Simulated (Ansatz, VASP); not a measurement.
# Be7S in VASP and in Ansatz

```
Be S
1.0
     4.08120    0.00000    0.00000
    -2.04060    3.53442    0.00000
     0.00000    0.00000    7.30520
Be S
7 1
Direct
  0.66667 0.33333 0.64435
  0.66667 0.33333 0.35565
  0.16665 0.83335 0.50000
  0.16665 0.33329 0.50000
  0.66671 0.83335 0.50000
  0.33333 0.66667 0.74367
  0.33333 0.66667 0.25633
  0.33333 0.66667 0.00000
```

Alike in both runs: task relaxation of cell and atoms; functional PBE; k mesh 12 × 12 × 4; occupations gaussian, width 0.1 eV; no spin polarisation.

|  | VASP | Ansatz |
| --- | --- | --- |
| version | VASP 6.6.1 | Ansatz 0.2.0 |
| potentials or method | VASP PAW PBE potentials, release 64 (Be, S), cutoff 600 eV | scalar-relativistic, plane waves, PAW |
| valence electrons in the cell | 20 | 20 |

|  | VASP | Ansatz | Ansatz less VASP |
| --- | --- | --- | --- |
| gap on the k mesh at the Fermi level, each at its own relaxed structure (eV) | none | none | - |
| relaxed volume (Å³/atom) | 13.19 | 13.19 | -0.008 |
| relaxed cell length with the largest relative difference (Å) | 4.087 | 4.086 | -0.0015 |

A gap of «none» marks a metal or a gap that the smearing closes.
